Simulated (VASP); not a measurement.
Here is a VASP 6.6.1 calculation.

File INCAR:

```
SYSTEM = CsLiCr2Te2S3
ALGO = Normal ; EDIFF = 1E-6
ENCUT = 520 ; GGA = PE
ISIF = 2 ; ISMEAR = -1
ISPIN = 2 ; IVDW = 12
LASPH = .True. ; LCHARG = .False.
LMAXMIX = 4 ; LORBIT = 11
LREAL = .False. ; LWAVE = .False.
MAGMOM = 0 0 3 3 0 0 0 0 0 ; NBANDS = 47
NELM = 150 ; PREC = Accurate
SIGMA = 0.05
```

File KPOINTS:

```
k-points
0
Gamma
  6 6 1
  0 0 0
```

The input POSCAR:

```
CsLiCr2Te2S3
1.0
    3.5694752855      0.0000000000      0.0000000000
   -1.7847376428      3.0912562754      0.0000000000
    0.0000000000      0.0000000000     17.9421593325
Cs Li Cr Te S
1 1 2 2 3
Direct
    0.0000000000      0.0000000000      0.3870420877
    0.6666666667      0.3333333333      0.0162023794
    0.0000000000      0.0000000000      0.8533745612
    0.3333333333      0.6666666667      0.1710601515
    0.3333333333      0.6666666667      0.5596592820
    0.6666666667      0.3333333333      0.7513695047
    0.0000000000      0.0000000000      0.0988969480
    0.3333333333      0.6666666667      0.9219378216
    0.6666666667      0.3333333333      0.2404672639
```

Potentials or basis: VASP PAW PBE potentials, release 64 (Cs_sv, Li_sv, Cr_pv, Te, S).

Launch:

```bash
$ cat potpaw_PBE.64/Cs_sv/POTCAR potpaw_PBE.64/Li_sv/POTCAR potpaw_PBE.64/Cr_pv/POTCAR potpaw_PBE.64/Te/POTCAR potpaw_PBE.64/S/POTCAR > POTCAR
$ mpirun -np 1 vasp_std > vasp.out
```

Question: Predict the net moment.

Answer: 5.82 μB per cell.

Question: Predict the site moments.

Answer: Cs +0.00; Li -0.00; Cr +2.85, +2.91; Te +0.04, -0.14; S -0.05, -0.07 (each value once) μB.

Question: What does it give for the dispersion energy per atom?

Answer: -0.381 eV.

Forces on the atoms (eV/Å):
```
Cs   0.000  0.000  0.004
Li   0.000  0.000  0.003
Cr   0.000  0.000 -0.002
Cr   0.000  0.000 -0.003
Te   0.000  0.000  0.016
Te   0.000  0.000 -0.003
S    0.000  0.000 -0.005
S    0.000  0.000  0.009
S    0.000  0.000 -0.019
```

Caveat: the run started ferromagnetic, and an antiferromagnetic order may lie lower in energy.
